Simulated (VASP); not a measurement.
Set up this calculation in VASP 6.6.1, as the native input.

```
Task                   : single point
Functional             : PBE
Potentials or basis    : VASP PAW PBE potentials, release 64 (Pt, Se)
Cutoff                 : 520 eV
k mesh                 : 9 × 9 × 6
Occupations            : methfessel-paxton, width 0.1 eV
Spin                   : no spin polarisation
Dipole correction      : no
Further INCAR settings : ALGO = Normal; EDIFF = 1e-06; NBANDS = 18
```

The structure of PtSe2 (Sudovikovite) lies in POSCAR:

```
PtSe2
1.0
    3.7240000000      0.0000000000      0.0000000000
   -1.8620000000      3.2250800000      0.0000000000
    0.0000000000      0.0000000000      5.0620000000
Pt Se
1 2
Direct
    0.0000000000      0.0000000000      0.0000000000
    0.3333333333      0.6666666667      0.2500000000
    0.6666666667      0.3333333333      0.7500000000
```

The input as run:

INCAR

```
SYSTEM = PtSe2
PREC = Accurate
ENCUT = 520
EDIFF = 1E-6
ISMEAR = 1
SIGMA = 0.1
LREAL = .FALSE.
LASPH = .TRUE.
NELM = 100
ALGO = Normal
ISIF = 2
LWAVE = .FALSE.
LCHARG = .FALSE.
GGA = PE
NBANDS = 18
```

KPOINTS

```
Automatic mesh
0
G
  9 9 6
  0 0 0
```

Potentials or basis: VASP PAW PBE potentials, release 64 (Pt, Se).

Run with:

```sh
$ cat potpaw_PBE.64/Pt/POTCAR potpaw_PBE.64/Se/POTCAR > POTCAR
$ mpirun -np 1 vasp_std > vasp.out
```

Results of the run:

| Property | Result |
| --- | --- |
| Pressure | 7.3 GPa |
| Largest force | 0.581 eV/Å |
| Band gap on the k mesh | zero (band 11 reaches 6.94 eV, above the bottom of band 12 at 6.56 eV) |

Caveat: spin-orbit coupling is left out, which moves the levels of the heavy elements.

Wall time 43 s on 1 thread of Intel(R) Xeon(R) Platinum 8259CL CPU @ 2.50GHz (Skylake/Cascade Lake), with other jobs on the host, peak memory 0.22 GiB.
